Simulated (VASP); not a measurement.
# Be (Fd-3m) in VASP: further runs

Runs on Be. Level: PBE. Tasks: single point, relaxation of cell and atoms.

Everything below comes from runs of VASP 6.6.1. Logs are shortened: lines on timing, memory, paths and dates and some standing lists are left out, and cuts for length are marked.

### Step 1. The cell of the first run

Symmetry: Fd-3m, No. 227, cubic system. The conventional cell has a = 3.223 Å, b = 3.223 Å, c = 3.223 Å, α = 90.00°, β = 90.00°, γ = 90.00°. Be (site symmetry -43m) has 4 Be at 1.40 Å within 1.9 Å.

This isn't the form of Be at room conditions, which is hcp.

### Step 2. Single point, PBE

Contents of INCAR:

```
PREC = Accurate
ENCUT = 520
EDIFF = 1E-6
ISMEAR = -1
SIGMA = 0.08
LREAL = False
LASPH = True
NELM = 60
ALGO = Normal
ISIF = 2
LWAVE = False
LCHARG = False
GGA = PE
NBANDS = 9
```

Contents of KPOINTS:

```
Automatic mesh
0
Gamma
  20 20 20
```

Contents of POSCAR:

```
Be
1.0
    0.0000000000      1.6114472540      1.6114472540
    1.6114472540      0.0000000000      1.6114472540
    1.6114472540      1.6114472540      0.0000000000
Be
2
Direct
   -0.1250000000     -0.1250000000     -0.1250000000
    0.1250000000      0.1250000000      0.1250000000
```

Potentials or basis: VASP PAW PBE potentials, release 64 (Be).

Run with:

```
> cat potpaw_PBE.64/Be/POTCAR > POTCAR
> mpirun -np 1 vasp_std > vasp.out
```

OUTCAR:

```text
PREC = Accurate
   ENCUT = 520
   EDIFF = 1E-6
   ISMEAR = -1
   LREAL = False
   LASPH = True
   NELM = 60
   ISIF = 2
   GGA = PE

 ion  position               nearest neighbor table
   1  0.875  0.875  0.875-   2 1.40   2 1.40   2 1.40   2 1.40
   2  0.125  0.125  0.125-   1 1.40   1 1.40   1 1.40   1 1.40

  LATTYP: Found a face centered cubic cell.
 ALAT       =     3.2228945080

  Lattice vectors:

 A1 = (   0.0000000000,   1.6114472540,   1.6114472540)
 A2 = (   1.6114472540,   0.0000000000,   1.6114472540)
 A3 = (   1.6114472540,   1.6114472540,   0.0000000000)

Analysis of symmetry for initial positions (statically):
=====================================================================
 Subroutine PRICEL returns:
 Original cell was already a primitive cell.

 Routine SETGRP: Setting up the symmetry group for a
 face centered cubic supercell.

 Subroutine GETGRP returns: Found 48 space group operations
 (whereof 12 operations were pure point group operations)
 out of a pool of 48 trial point group operations.

The static configuration has the point symmetry D_3d.
 The point group associated with its full space group is O_h .

Analysis of symmetry for dynamics (positions and initial velocities):
=====================================================================
 Subroutine PRICEL returns:
 Original cell was already a primitive cell.

 Routine SETGRP: Setting up the symmetry group for a
 face centered cubic supercell.

 Subroutine GETGRP returns: Found 48 space group operations
 (whereof 12 operations were pure point group operations)
 out of a pool of 48 trial point group operations.

The dynamic configuration has the point symmetry D_3d.
 The point group associated with its full space group is O_h .

 Subroutine INISYM returns: Found 48 space group operations
 (whereof 12 operations are pure point group operations),
 and found     1 'primitive' translations

----------------------------------------------------------------------------------------

                                     Primitive cell

  volume of cell :       8.3691

  direct lattice vectors                    reciprocal lattice vectors
     0.000000000  1.611447254  1.611447254    -0.310280091  0.310280091  0.310280091
     1.611447254  0.000000000  1.611447254     0.310280091 -0.310280091  0.310280091
     1.611447254  1.611447254  0.000000000     0.310280091  0.310280091 -0.310280091

  length of vectors
     2.278930562  2.278930562  2.278930562     0.537420882  0.537420882  0.537420882

[... 86 lines left out ...]
   ISIF   =      2    stress and relaxation
   ISYM   =      2    0-nonsym 1-usesym 2-fastsym
   POTIM  = 0.5000    time-step for ionic-motion
   TEBEG  =    0.0;   TEEND  =   0.0 temperature during run
   PSTRESS=    0.0 pullay stress
   NELECT =       4.0000    total number of electrons
   NUPDOWN=      -1.0000    fix difference up-down
   EMIN   =  10.00;   EMAX   =-10.00  energy-range for DOS
   EFERMI =   0.00;   METHOD = LEGACY
   ISMEAR =    -1;   SIGMA  =   0.08  broadening in eV -4-tet -1-fermi 0-gaus
   EFERMI_NEDOS =   21; number of points for ismear=-14 and -15
   IALGO  =     38    algorithm
   IMIX   =      4    mixing-type and parameters
     AMIX     =   0.40;   BMIX     =  1.00
     AMIX_MAG =   1.60;   BMIX_MAG =  1.00
  volume/ion in A,a.u.               =       4.18        28.24
  Fermi-wavevector in a.u.,A,eV,Ry     =   1.279977  2.418805 22.290974  1.638340
  Thomas-Fermi vector in A             =   2.412431
   LORBIT       =      0    0 simple, 1 ext, 2 COOP (PROOUT), +10 PAW based schemes
   GGA     = PE    functional components
   LHFCALC =     F    Hartree Fock is set to
   AEXX    =    0.0000 exact exchange contribution
   IVDW    =     0    specifies the selected vdW correction
   LEPSILON=     F    determine dielectric tensor
   LRPA    =     F    only Hartree local field effects (RPA)
 non-spin polarized calculation
  energy-cutoff  :      520.00
  volume of cell :        8.37
 maximum number of plane-waves:       244
 NGX is ok and might be reduce to    18
   NGX =  9   NGY =  9   NGZ =  9

 number of electron       4.0000000 magnetization

 Free energy of the ion-electron system (eV)
  ---------------------------------------------------
  ext. energy  EPLUGINS =         0.00000000
  ---------------------------------------------------
  free energy    TOTEN  =         6.85207888 eV

  energy without entropy =        6.87027568  energy(sigma->0) =        6.86117728

 E-fermi :  13.6024     XC(G=0): -12.8804

 val. band max:       13.5951569366   @ k =   0.4000   0.3500   0.0000
 cond. band min:      13.6112804342   @ k =  -0.3500   0.4500   0.1500
 fundamental gap:      0.0161234976
 Fermi energy:        13.6023974645

 k-point     1 :       0.0000    0.0000    0.0000
  band No.  band energies     occupation
      1      -0.7061      2.00000
      2      24.4209      0.00000
      3      24.4209      0.00000
      4      24.4209      0.00000
      5      28.2737      0.00000
      6      28.2737      0.00000
      7      28.2737      0.00000
      8      46.1392      0.00000
      9      46.6474      0.00000
[... 265 lines left out ...]
 k-point    24 :      -0.3500    0.0500    0.0000
  band No.  band energies     occupation
      1       1.8108      2.00000
      2      11.8311      2.00000
      3      19.3345      0.00000
      4      20.5841      0.00000
      5      29.9856      0.00000
      6      30.4902      0.00000
      7      37.0804      0.00000
      8      41.7018      0.00000
      9      44.3229      0.00000

 [... further k-points ...]

------------------------ aborting loop because EDIFF is reached ----------------------------------------

  FORCE on cell =-STRESS in cart. coord.  units (eV):
  Direction    XX          YY          ZZ          XY          YZ          ZX
  --------------------------------------------------------------------------------------
  -------------------------------------------------------------------------------------
  Total       22.2417819     22.2417819     22.2417819      0.0000000      0.0000000     -0.0000000
  in kB     4257.9629789   4257.9629789   4257.9629789      0.0000000      0.0000000     -0.0000000
  external PRESSURE =    4257.9629789 kB  Pullay stress =       0.0000000 kB

 VOLUME and BASIS-vectors are now :
 -----------------------------------------------------------------------------
  energy-cutoff  :      520.00
  volume of cell :        8.37
      direct lattice vectors                 reciprocal lattice vectors
     0.000000000  1.611447254  1.611447254    -0.310280091  0.310280091  0.310280091
     1.611447254  0.000000000  1.611447254     0.310280091 -0.310280091  0.310280091
     1.611447254  1.611447254  0.000000000     0.310280091  0.310280091 -0.310280091

 POSITION                                       TOTAL-FORCE (eV/Angst)
 -----------------------------------------------------------------------------------
      2.82003      2.82003      2.82003         0.000000      0.000000      0.000000
      0.40286      0.40286      0.40286        -0.000000     -0.000000     -0.000000
 -----------------------------------------------------------------------------------
    total drift:                                0.000000      0.000000     -0.000000

  FREE ENERGIE OF THE ION-ELECTRON SYSTEM (eV)
  ---------------------------------------------------
  free  energy   TOTEN  =         6.8520788776 eV

  energy  without entropy=        6.8702756825  energy(sigma->0) =        6.86117728
```

Run time: 29 s. Hardware: 1 thread of Intel Xeon 8259CL, shared host; peak memory 0.13 GiB.

Results:

| Property | Result |
| --- | --- |
| Free energy | 6.8521 eV |
| Pressure | 425.8 GPa |
| Band gap on the k mesh | zero (bands 2 and 3 overlap by 11.64 eV) |

Levels at points of the mesh, in eV from the Fermi level:
| k point | band 1 | band 2 | band 3 | band 4 | band 5 |
| --- | --- | --- | --- | --- | --- |
| (0.00, 0.00, 0.00) | -14.31 | 10.82 | 10.82 | 10.82 | 14.67 |
| (0.50, 0.00, 0.00) | -11.00 | -3.60 | 6.25 | 6.25 | 15.81 |
| (0.50, 0.50, 0.00) | -5.35 | -5.35 | -0.34 | -0.34 | 14.90 |

Caveat: the cell stands under pressure.

### Step 3. Single point, PBE

Contents of INCAR:

```
ALGO = Normal
EDIFF = 1E-6
ENCUT = 520
GGA = PE
ISIF = 2
ISMEAR = -1
LASPH = T
LCHARG = F
LREAL = F
LWAVE = F
NBANDS = 9
NELM = 60
PREC = Accurate
SIGMA = 0.08
```

Contents of KPOINTS:

```
k-points
0
Gamma
  20 20 20
```

Contents of POSCAR:

```
Be
1.0
    0.0000000000      1.6124987331      1.6124987331
    1.6124987331      0.0000000000      1.6124987331
    1.6124987331      1.6124987331      0.0000000000
Be
2
Direct
   -0.1250000000     -0.1250000000     -0.1250000000
    0.1250000000      0.1250000000      0.1250000000
```

Potentials or basis: VASP PAW PBE potentials, release 64 (Be).

Run with:

```
> cat potpaw_PBE.64/Be/POTCAR > POTCAR
> mpirun -np 1 vasp_std > vasp.out
```

Wall time 27 s (1 thread of Intel Xeon 8259CL, shared host); peak memory 0.13 GiB.

The run converged. Its results:

| Item | Value |
| --- | --- |
| Free energy | 6.8086 eV |
| Pressure | 423.9 GPa |
| Band gap on the k mesh | zero (bands 2 and 3 overlap by 11.63 eV) |

Levels at points of the mesh, in eV from the Fermi level:
| k point | band 1 | band 2 | band 3 | band 4 | band 5 |
| --- | --- | --- | --- | --- | --- |
| (0.00, 0.00, 0.00) | -14.29 | 10.81 | 10.81 | 10.81 | 14.66 |
| (0.50, 0.00, 0.00) | -10.98 | -3.60 | 6.24 | 6.24 | 15.80 |
| (0.50, 0.50, 0.00) | -5.34 | -5.34 | -0.33 | -0.33 | 14.87 |

Caveat: the cell stands under pressure.

[end of part 1 of 3]
